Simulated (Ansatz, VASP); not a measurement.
**One calculation of RbBr, two programs**

```
CELL_PARAMETERS angstrom
0.00000 3.46083 3.46083
3.46083 0.00000 3.46083
3.46083 3.46083 0.00000
ATOMIC_POSITIONS crystal
Rb 0.00000 0.00000 0.00000
Br 0.50000 0.50000 0.50000
```

Alike in both runs: task single point; functional r2SCAN; k mesh 6 × 6 × 6; no spin polarisation.

```csv
,VASP,Ansatz
version,VASP 6.6.1,Ansatz 0.2.0
potentials or method,"VASP PAW PBE potentials, release 64 (Rb_sv, Br)","plane waves, PAW"
plane-wave cutoff (eV),520,500
occupations,"gaussian, width 0.01 eV",fixed
valence electrons in the cell,16,16
```

```csv
,VASP,Ansatz,Ansatz less VASP
gap on the k mesh at the Fermi level (eV),4.89,4.89,0.000
pressure (GPa),0.0,0.0,-0.02
```

VASP's potentials were made for PBE, not for r2SCAN.
